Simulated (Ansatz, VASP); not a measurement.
# B5Pt: VASP beside Ansatz

```
CELL_PARAMETERS angstrom
2.82184 0.00000 0.00000
0.00000 2.82184 0.00000
0.00000 0.00000 6.01925
ATOMIC_POSITIONS crystal
B 0.50000 0.50000 0.36352
B 0.50000 0.50000 0.63648
B 0.00000 0.00000 0.22805
B 0.00000 0.00000 0.77195
B 0.00000 0.00000 0.50000
Pt 0.50000 0.50000 0.00000
```

Change from the starting cell: species swapped into the Hf5Pb type (P4/mmm, No. 123).

Alike in both runs: functional PBE; k mesh 8 × 8 × 2; occupations gaussian, width 0.1 eV; no spin polarisation.

Ansatz relaxed the structure, and its values are those at the end. VASP's run is a single point on that final structure, the one shown.

```csv
,VASP,Ansatz
version,VASP 6.6.1,Ansatz 0.2.0
potentials or method,"VASP PAW PBE potentials, release 64 (B, Pt), cutoff 520 eV","scalar-relativistic, plane waves, PAW"
valence electrons in the cell,25,33
```

VASP gave:

- gap on the k mesh at the Fermi level (eV): none
- pressure (GPa): -0.1
- rms of the force components (eV/Å): 0.012

Problem. What did Ansatz give for the same quantities?

Solution. gap on the k mesh at the Fermi level (eV): none; pressure (GPa): 0.0; rms of the force components (eV/Å): 0.005.

A gap of «none» marks a metal or a gap that the smearing closes. The functional is the same, so the differences come from potentials, cutoffs and numerics. VASP's potentials hold 25 valence electrons a cell and Ansatz's 33, so a difference there can come from the potentials and not from the codes.

The k mesh is coarse, so the values compare programs but aren't converged. Spin-orbit coupling is off throughout.
